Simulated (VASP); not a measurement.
Ti, 1 atom in the cell. The typed cell holds 1 atom: a = 2.808 Å, b = 2.738 Å, c = 2.868 Å, α = 61.26°, β = 61.68°, γ = 60.97°.  This cell differs from its parent crystal: the cell strained at random.

| Quantity | Value |
| --- | --- |
| Program | VASP 6.6.1 |
| Task | single point |
| Functional | PBE |
| Potentials or basis | VASP PAW PBE potentials, release 64 (Ti_sv) |
| Cutoff | 520 eV |
| k mesh | 16 × 16 × 16 |
| Occupations | gaussian, width 0.1 eV |
| Spin | no spin polarisation |
| Dipole correction | no |
| Further INCAR settings | ALGO = Fast; EDIFF = 1e-07; NBANDS = 12 |

Potentials or basis: VASP PAW PBE potentials, release 64 (Ti_sv).

Command:

```bash
$ cat potpaw_PBE.64/Ti_sv/POTCAR > POTCAR
$ mpirun -np 1 vasp_std > vasp.out
```

Hardware: 1 thread of AMD EPYC 9R45 96-Core Processor (Zen 5) (shared host).

Problem. Estimate the wall time of this run.

Solution. Wall time 7.2 min on 1 thread of AMD EPYC 9R45 96-Core Processor (Zen 5), on a shared host, peak memory 0.44 GiB. Counts: scf iterations 24, k points 2052.
